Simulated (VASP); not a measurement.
Input of a VASP 6.6.1 run:

Contents of INCAR:

```
SYSTEM = SnO2
PREC = Accurate ; ENCUT = 520
EDIFF = 1E-7 ; ISMEAR = -1
SIGMA = 0.05 ; LREAL = .FALSE.
LASPH = .TRUE. ; NELM = 100
ALGO = Normal ; ISIF = 2
LWAVE = .FALSE. ; LCHARG = .FALSE.
GGA = PS ; NBANDS = 20
```

File KPOINTS:

```
regular mesh
0
G
  9 9 9
  0 0 0
```

File POSCAR:

```
SnO2
1.0
    0.0000000000      2.5911978478      2.5911978478
    2.5911978478      0.0000000000      2.5911978478
    2.5911978478      2.5911978478      0.0000000000
Sn O
1 2
Direct
    0.0000000000      0.0000000000      0.0000000000
    0.7500000000      0.7500000000      0.7500000000
    0.2500000000      0.2500000000      0.2500000000
```

Potentials or basis: VASP PAW PBE potentials, release 64 (Sn_d, O).

Run with:

```bash
$ cat potpaw_PBE.64/Sn_d/POTCAR potpaw_PBE.64/O/POTCAR > POTCAR
$ mpirun -np 1 vasp_std > vasp.out
```

(1) Predict the pressure.

(2) Estimate the band gap on the k mesh.

## Answers

(1) -9.9 GPa.

(2) zero (band 13 reaches 6.86 eV, above the bottom of band 14 at 6.49 eV).

Caveat: the PAW data sets were made with another functional, which shifts forces and pressure a little; spin-orbit coupling is left out, which moves the levels of the heavy elements.
